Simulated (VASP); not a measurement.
KBr: single point with PBEsol-based global hybrid with 25 % exact exchange

KBr:

```
Br K
1.0
     0.00000    3.27308    3.27308
     3.27308    0.00000    3.27308
     3.27308    3.27308    0.00000
Br K
1 1
Direct
  0.50000 0.50000 0.50000
  0.00000 0.00000 0.00000
```

* Program: VASP 6.6.1
* Task: single point
* Functional: PBEsol-based global hybrid with 25 % exact exchange
* Potentials or basis: VASP PAW PBE potentials, release 64 (Br, K_sv)
* Cutoff: 520 eV
* k mesh: 4 × 4 × 4
* Occupations: fermi-dirac, width 0.05 eV
* Spin: no spin polarisation
* Dipole correction: no
* Grid for exact exchange (PRECFOCK): Normal
* Share of exact exchange: 0.25
* Further INCAR settings: ALGO = Normal; EDIFF = 1e-07; NBANDS = 15

- Pressure: 0.0 GPa
- Band gap on the k mesh: 6.26 eV

Levels at points of the mesh, in eV from the valence-band top:
| k point | band 4 | band 5 | band 6 | band 7 | band 8 | band 9 | band 10 | band 11 | band 12 | band 13 |
| --- | --- | --- | --- | --- | --- | --- | --- | --- | --- | --- |
| (0.00, 0.00, 0.00) | -11.99 | -11.99 | 0.00 | 0.00 | 0.00 | 6.26 | 9.66 | 9.66 | 9.66 | 10.65 |
| (0.50, 0.00, 0.00) | -12.00 | -11.73 | -1.34 | -0.38 | -0.38 | 8.41 | 10.36 | 12.14 | 12.14 | 12.19 |
| (0.50, 0.50, 0.00) | -12.04 | -12.04 | -0.93 | -0.33 | -0.33 | 7.67 | 9.24 | 11.54 | 11.76 | 12.13 |

Wall time 12 min on 1 thread of Intel(R) Xeon(R) Platinum 8259CL CPU @ 2.50GHz (Skylake/Cascade Lake) (shared host), peak memory 0.22 GiB.

Caveat: the PAW data sets were made with another functional, which shifts forces and pressure a little.
